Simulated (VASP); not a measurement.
# CdI2 (P-3m1) in VASP: further runs, part 2 of 2

VASP 6.6.1. The steps go on from the part before.

## Step 4: Single point, PBE+D3(BJ) (strain +0.025 along x and y, -0.025 along z)

File INCAR:

```
SYSTEM = CdI2
PREC     = Accurate       ! precision mode
ENCUT    = 500            ! plane-wave cutoff, eV
EDIFF    = 1E-6           ! SCF threshold, eV
ISMEAR   = 0              ! smearing method
SIGMA    = 0.05           ! smearing width, eV
LREAL    = .False.        ! projectors in reciprocal space
LASPH    = .True.         ! aspherical terms in the spheres
NELM     = 120            ! most SCF steps
ALGO     = Normal         ! electronic algorithm
ISIF     = 2              ! what is computed and relaxed
LWAVE    = .False.        ! write WAVECAR
LCHARG   = .False.        ! write CHGCAR
GGA      = PE             ! functional
IVDW     = 12             ! dispersion correction
NBANDS   = 20             ! bands
GGA_COMPAT= .False.
```

File KPOINTS:

```
Automatic mesh
0
Gamma
  9 9 4
  0 0 0
```

File POSCAR:

```
CdI2
1.0
    4.3500991951      0.0000000000      0.0000000000
   -2.1750495975      3.7672964119      0.0000000000
    0.0000000000      0.0000000000      6.6875250000
Cd I
1 2
Direct
    0.0000000000      0.0000000000      0.0000000000
    0.3333333333      0.6666666667      0.2492000000
    0.6666666667      0.3333333333      0.7508000000
```

Potentials or basis: VASP PAW PBE potentials, release 64 (Cd, I).

Run with:

```bash
> cat potpaw_PBE.64/Cd/POTCAR potpaw_PBE.64/I/POTCAR > POTCAR
> mpirun -np 1 vasp_std > vasp.out
```

OUTCAR:

```text
SYSTEM = CdI2
   PREC = Accurate
   ENCUT = 500
   EDIFF = 1E-6
   ISMEAR = 0
   LREAL = .False.
   LASPH = .True.
   NELM = 120
   ISIF = 2
   GGA = PE
   IVDW = 12
 IVDW          = 12

 ion  position               nearest neighbor table
   1  0.000  0.000  0.000-   2 3.01   3 3.01   2 3.01   3 3.01   3 3.01   2 3.01
   2  0.333  0.667  0.249-   1 3.01   1 3.01   1 3.01
   3  0.667  0.333  0.751-   1 3.01   1 3.01   1 3.01

  LATTYP: Found a hexagonal cell.
 ALAT       =     4.3500991951
 C/A-ratio  =     1.5373270126

  Lattice vectors:

 A1 = (   4.3500991951,   0.0000000000,   0.0000000000)
 A2 = (  -2.1750495975,   3.7672964119,   0.0000000000)
 A3 = (   0.0000000000,   0.0000000000,   6.6875250000)

Analysis of symmetry for initial positions (statically):
=====================================================================
 Subroutine PRICEL returns:
 Original cell was already a primitive cell.

 Routine SETGRP: Setting up the symmetry group for a
 hexagonal supercell.

 Subroutine GETGRP returns: Found 12 space group operations
 (whereof 12 operations were pure point group operations)
 out of a pool of 24 trial point group operations.

The static configuration has the point symmetry D_3d.

Analysis of symmetry for dynamics (positions and initial velocities):
=====================================================================
 Subroutine PRICEL returns:
 Original cell was already a primitive cell.

 Routine SETGRP: Setting up the symmetry group for a
 hexagonal supercell.

 Subroutine GETGRP returns: Found 12 space group operations
 (whereof 12 operations were pure point group operations)
 out of a pool of 24 trial point group operations.

The dynamic configuration has the point symmetry D_3d.

 Subroutine INISYM returns: Found 12 space group operations
 (whereof 12 operations are pure point group operations),
[... 113 lines left out ...]
   ISMEAR =     0;   SIGMA  =   0.05  broadening in eV -4-tet -1-fermi 0-gaus
   EFERMI_NEDOS =   21; number of points for ismear=-14 and -15
   IALGO  =     38    algorithm
   IMIX   =      4    mixing-type and parameters
     AMIX     =   0.40;   BMIX     =  1.00
     AMIX_MAG =   1.60;   BMIX_MAG =  1.00
  volume/ion in A,a.u.               =      36.53       246.53
  Fermi-wavevector in a.u.,A,eV,Ry     =   1.013447  1.915138 13.974209  1.027075
  Thomas-Fermi vector in A             =   2.146617
   LORBIT       =      0    0 simple, 1 ext, 2 COOP (PROOUT), +10 PAW based schemes
   GGA     = PE    functional components
   LHFCALC =     F    Hartree Fock is set to
   AEXX    =    0.0000 exact exchange contribution
   IVDW    =    12    specifies the selected vdW correction
   LEPSILON=     F    determine dielectric tensor
   LRPA    =     F    only Hartree local field effects (RPA)
 non-spin polarized calculation
 Gauss-broadening in eV      SIGMA  =   0.05
  energy-cutoff  :      500.00
  volume of cell :      109.60
 maximum number of plane-waves:      2811
   NGX = 15   NGY = 15   NGZ = 25

 number of electron      26.0000011 magnetization

 Free energy of the ion-electron system (eV)
  ---------------------------------------------------
  ext. energy  EPLUGINS =         0.00000000
  ---------------------------------------------------
  free energy    TOTEN  =        -5.49739283 eV

  energy without entropy =       -5.49739283  energy(sigma->0) =       -5.49739283

 E-fermi :   2.0887     XC(G=0):  -8.4655

 val. band max:        1.8694880566   @ k =   0.0000   0.0000   0.0000
 cond. band min:       4.0878454475   @ k =   0.0000   0.0000   0.0000
 fundamental gap:      2.2183573910
 Fermi energy:         2.0886626199

 k-point     1 :       0.0000    0.0000    0.0000
  band No.  band energies     occupation
      1     -10.2106      2.00000
      2      -9.4704      2.00000
      3      -5.7600      2.00000
      4      -5.7600      2.00000
      5      -5.6409      2.00000
      6      -5.5691      2.00000
[... 541 lines left out ...]
     19       9.5325      0.00000
     20      10.6891      0.00000

 [... further k-points ...]

------------------------ aborting loop because EDIFF is reached ----------------------------------------

 Edisp (eV)   -0.96983

 E8    (eV) :    -0.4342

  FORCE on cell =-STRESS in cart. coord.  units (eV):
  Direction    XX          YY          ZZ          XY          YZ          ZX
  --------------------------------------------------------------------------------------
  -------------------------------------------------------------------------------------
  Total      -0.59084    -0.59084     0.26482    -0.00000     0.00000     0.00000
  in kB      -8.63740    -8.63740     3.87138    -0.00000     0.00000     0.00000
  external pressure =       -4.47 kB  Pullay stress =        0.00 kB

 VOLUME and BASIS-vectors are now :
 -----------------------------------------------------------------------------
  energy-cutoff  :      500.00
  volume of cell :      109.60
      direct lattice vectors                 reciprocal lattice vectors
     4.350099195  0.000000000  0.000000000     0.229879815  0.132721173  0.000000000
    -2.175049598  3.767296412  0.000000000     0.000000000  0.265442347  0.000000000
     0.000000000  0.000000000  6.687525000     0.000000000  0.000000000  0.149532151

 POSITION                                       TOTAL-FORCE (eV/Angst)
 -----------------------------------------------------------------------------------
      0.00000      0.00000      0.00000         0.000000      0.000000      0.000000
     -0.00000      2.51153      1.66653         0.000000     -0.000000      0.103647
      2.17505      1.25577      5.02099        -0.000000      0.000000     -0.103647
 -----------------------------------------------------------------------------------
    total drift:                                0.000000     -0.000000      0.000000

  FREE ENERGIE OF THE ION-ELECTRON SYSTEM (eV)
  ---------------------------------------------------
  free  energy   TOTEN  =        -6.4672270780 eV

  energy  without entropy=       -6.4672270780  energy(sigma->0) =       -6.46722708
```

OSZICAR:

```text
N       E                     dE             d eps       ncg     rms          rms(c)
DAV:   1     0.156558800259E+03    0.15656E+03   -0.11106E+04  1720   0.107E+03
DAV:   2     0.357276395343E+01   -0.15299E+03   -0.14784E+03  2068   0.244E+02
DAV:   3    -0.569506825973E+01   -0.92678E+01   -0.92355E+01  2016   0.597E+01
DAV:   4    -0.584487459725E+01   -0.14981E+00   -0.14978E+00  2308   0.739E+00
DAV:   5    -0.584613723429E+01   -0.12626E-02   -0.12626E-02  2044   0.688E-01    0.595E+00
DAV:   6    -0.552538458922E+01    0.32075E+00   -0.55887E-01  1876   0.746E+00    0.502E+00
DAV:   7    -0.549731127440E+01    0.28073E-01   -0.18968E-01  1940   0.263E+00    0.214E+00
DAV:   8    -0.549742502731E+01   -0.11375E-03   -0.23230E-02  1904   0.161E+00    0.407E-01
DAV:   9    -0.549736983412E+01    0.55193E-04   -0.25794E-03  1976   0.527E-01    0.117E-01
DAV:  10    -0.549738095865E+01   -0.11125E-04   -0.33003E-04  1920   0.185E-01    0.362E-02
DAV:  11    -0.549739233669E+01   -0.11378E-04   -0.37432E-05  2008   0.502E-02    0.185E-02
DAV:  12    -0.549739283161E+01   -0.49492E-06   -0.60969E-06  1940   0.256E-02
   1 F= -.64672271E+01 E0= -.64672271E+01  d E =-.231201E-11
```

stdout:

```text
POSCAR found type information on POSCAR CdI
 POSCAR found :  2 types and       3 ions
 scaLAPACK will be used
 LDA part: xc-table for (Slater+PW92), standard interpolation
 POSCAR, INCAR and KPOINTS ok, starting setup
 FFT: planning ... GRIDC
 FFT: planning ... GRID_SOFT
 FFT: planning ... GRID
 WAVECAR not read
 entering main loop
```

It took 25 s on 1 thread of Intel Xeon 6975P-C (Granite Rapids), shared host; peak memory 0.27 GiB.

Results:

```
Free energy                : -6.4672 eV
Pressure                   : -0.4 GPa
Largest force              : 0.104 eV/Å
Band gap on the k mesh     : 2.22 eV
Dispersion energy per atom : -0.323 eV
```

Forces in eV/Å, atoms in the order of the input:
```
Cd   0.000  0.000  0.000
I    0.000  0.000  0.104
I    0.000  0.000 -0.104
```

Caveat: the cell differs from its parent crystal (strain +0.025 along x and y, -0.025 along z); spin-orbit coupling is left out, which moves the levels of the heavy elements; an odd mesh through Γ misses points on the zone boundary, where band edges can lie.

## Step 5: Single point, PBE+D3(BJ) (strain +0.000 along x and y, +0.050 along z)

File INCAR:

```
SYSTEM = CdI2
  PREC = Accurate
  ENCUT = 500
  EDIFF = 1E-6
  ISMEAR = 0
  SIGMA = 0.05
  LREAL = .False.
  LASPH = .True.
  NELM = 120
  ALGO = Normal
  ISIF = 2
  LWAVE = .False.
  LCHARG = .False.
  GGA = PE
  IVDW = 12
  NBANDS = 20
  GGA_COMPAT = .False.
```

KPOINTS is that of step 4.

File POSCAR:

```
CdI2
1.0
    4.2439992147      0.0000000000      0.0000000000
   -2.1219996073      3.6754111336      0.0000000000
    0.0000000000      0.0000000000      7.2019500000
Cd I
1 2
Direct
    0.0000000000      0.0000000000      0.0000000000
    0.3333333333      0.6666666667      0.2492000000
    0.6666666667      0.3333333333      0.7508000000
```

Run with:

```bash
> cat potpaw_PBE.64/Cd/POTCAR potpaw_PBE.64/I/POTCAR > POTCAR
> mpirun -np 1 vasp_std > vasp.out
```

It took 28 s on 1 thread of Intel Xeon 6975P-C (Granite Rapids), shared host; peak memory 0.28 GiB.

Results (log left out):

| Quantity | Value |
| --- | --- |
| Free energy | -6.4615 eV |
| Pressure | -1.1 GPa |
| Largest force | 0.222 eV/Å |
| Band gap on the k mesh | 2.22 eV (least direct gap 2.42 eV) |
| Dispersion energy per atom | -0.317 eV |

Forces in eV/Å, atoms in the order of the input:
```
Cd   0.000  0.000  0.000
I    0.000  0.000 -0.222
I    0.000  0.000  0.222
```

Stress tensor (GPa, compression positive):
```
-0.78  0.00  0.00
 0.00 -0.78  0.00
 0.00  0.00 -1.78
```

Levels at points of the mesh, in eV from the valence-band top:
| k point | band 11 | band 12 | band 13 | band 14 | band 15 | band 16 |
| --- | --- | --- | --- | --- | --- | --- |
| (0.00, 0.00, 0.00) | -0.25 | -0.11 | -0.11 | 2.31 | 4.57 | 6.40 |
| (0.00, 0.00, 0.50) | -0.34 | 0.00 | 0.00 | 3.38 | 4.54 | 6.25 |

Caveat: the cell differs from its parent crystal (strain +0.000 along x and y, +0.050 along z); spin-orbit coupling is left out, which moves the levels of the heavy elements; an odd mesh through Γ misses points on the zone boundary, where band edges can lie.

## Step 6: Single point, PBE+D3(BJ) (strain +0.050 along x and y, -0.050 along z)

File INCAR:

```
SYSTEM = CdI2
PREC = Accurate ; ENCUT = 500
EDIFF = 1E-6 ; ISMEAR = 0
SIGMA = 0.05 ; LREAL = .False.
LASPH = .True. ; NELM = 120
ALGO = Normal ; ISIF = 2
LWAVE = .False. ; LCHARG = .False.
GGA = PE ; IVDW = 12
NBANDS = 20 ; GGA_COMPAT = .False.
```

KPOINTS is that of step 5.

File POSCAR:

```
CdI2
1.0
    4.4561991755      0.0000000000      0.0000000000
   -2.2280995877      3.8591816903      0.0000000000
    0.0000000000      0.0000000000      6.5160500000
Cd I
1 2
Direct
    0.0000000000      0.0000000000      0.0000000000
    0.3333333333      0.6666666667      0.2492000000
    0.6666666667      0.3333333333      0.7508000000
```

Potentials or basis: VASP PAW PBE potentials, release 64 (Cd, I).

Run with:

```bash
> cat potpaw_PBE.64/Cd/POTCAR potpaw_PBE.64/I/POTCAR > POTCAR
> mpirun -np 1 vasp_std > vasp.out
```

Run time: 26 s. Hardware: 1 thread of Intel Xeon 6975P-C (Granite Rapids), shared host; peak memory 0.27 GiB.

The run converged. Its results:

| Quantity | Value |
| --- | --- |
| Free energy | -6.4150 eV |
| Pressure | -1.2 GPa |
| Largest force | 0.068 eV/Å |
| Band gap on the k mesh | 1.84 eV |
| Dispersion energy per atom | -0.315 eV |

Forces on the atoms (eV/Å):
```
Cd   0.000  0.000  0.000
I    0.000  0.000  0.068
I    0.000  0.000 -0.068
```

Stress tensor (GPa, compression positive):
```
-1.88  0.00  0.00
 0.00 -1.88  0.00
 0.00  0.00  0.29
```

Levels at points of the mesh, in eV from the valence-band top:
| k point | band 9 | band 10 | band 11 | band 12 | band 13 | band 14 | band 15 | band 16 | band 17 | band 18 |
| --- | --- | --- | --- | --- | --- | --- | --- | --- | --- | --- |
| (0.00, 0.00, 0.00) | -0.68 | -0.68 | -0.65 | -0.65 | 0.00 | 1.84 | 3.97 | 5.76 | 5.76 | 8.15 |
| (0.00, 0.00, 0.50) | -1.51 | -0.85 | -0.85 | -0.45 | -0.45 | 2.90 | 4.06 | 5.47 | 5.47 | 7.68 |

Caveat: the cell differs from its parent crystal (strain +0.050 along x and y, -0.050 along z); spin-orbit coupling is left out, which moves the levels of the heavy elements; an odd mesh through Γ misses points on the zone boundary, where band edges can lie.

## Step 7: Overview

| cell | gap on the mesh (eV) | pressure (GPa) | largest force (eV/Å) |
| --- | --- | --- | --- |
| a = 4.350, b = 4.350, c = 6.516 Å, angles 90.0, 90.0, 120.0°, 3 atoms | 2.14 | 0.4 | 0.28 |
| a = 4.244, b = 4.244, c = 7.030 Å, angles 90.0, 90.0, 120.0°, 3 atoms | 2.32 | -0.4 | 0.04 |
| a = 4.350, b = 4.350, c = 6.688 Å, angles 90.0, 90.0, 120.0°, 3 atoms | 2.22 | -0.4 | 0.10 |
| a = 4.244, b = 4.244, c = 7.202 Å, angles 90.0, 90.0, 120.0°, 3 atoms | 2.22 | -1.1 | 0.22 |
| a = 4.456, b = 4.456, c = 6.516 Å, angles 90.0, 90.0, 120.0°, 3 atoms | 1.84 | -1.2 | 0.07 |

Alike in all rows: task single point; level PBE+D3(BJ); potentials or basis VASP PAW PBE potentials, release 64 (Cd, I); no spin polarisation; k mesh 9 × 9 × 4; cutoff (eV) 500; smearing gaussian 0.05 eV.

Caveats: spin-orbit coupling is left out, which moves the levels of the heavy elements; an odd mesh through Γ misses points on the zone boundary, where band edges can lie.

Total energies depend on the potentials used, so only differences within one code and one set of settings carry meaning.
